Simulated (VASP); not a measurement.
Here is a VASP 6.6.1 calculation.

File INCAR:

```
  ALGO = Normal
  EDIFF = 1E-6
  ENCUT = 520
  GGA = RE
  ISIF = 2
  ISMEAR = -1
  LASPH = T
  LCHARG = F
  LREAL = F
  LWAVE = F
  NBANDS = 12
  NELM = 100
  PREC = Accurate
  SIGMA = 0.1
```

File KPOINTS:

```
k-points
0
Gamma
  13 13 13
```

POSCAR

```
Li
1.0
    1.4877683054      0.8589634316      7.2652854832
   -1.4877683054      0.8589634316      7.2652854832
    0.0000000000     -1.7179268632      7.2652854832
Li
3
Direct
    1.0000000000      0.0000000000      0.0000000000
    0.2222970963      0.2222970963      0.2222970963
    0.7777029037      0.7777029037      0.7777029037
```

Potentials or basis: VASP PAW PBE potentials, release 64 (Li_sv).

Run with:

```bash
$ cat potpaw_PBE.64/Li_sv/POTCAR > POTCAR
$ mpirun -np 1 vasp_std > vasp.out
```

**Question.** Predict the band gap on the k mesh.

**Answer.** Zero (an odd number of electrons rules out a gap without spin polarisation).

**Question.** Predict the largest force.

**Answer.** 0.003 eV/Å.

Forces in eV/Å, atoms in the order of the input:
```
Li   0.000  0.000  0.000
Li   0.000  0.000 -0.003
Li   0.000  0.000  0.003
```

Caveat: the PAW data sets were made with another functional, which shifts forces and pressure a little.
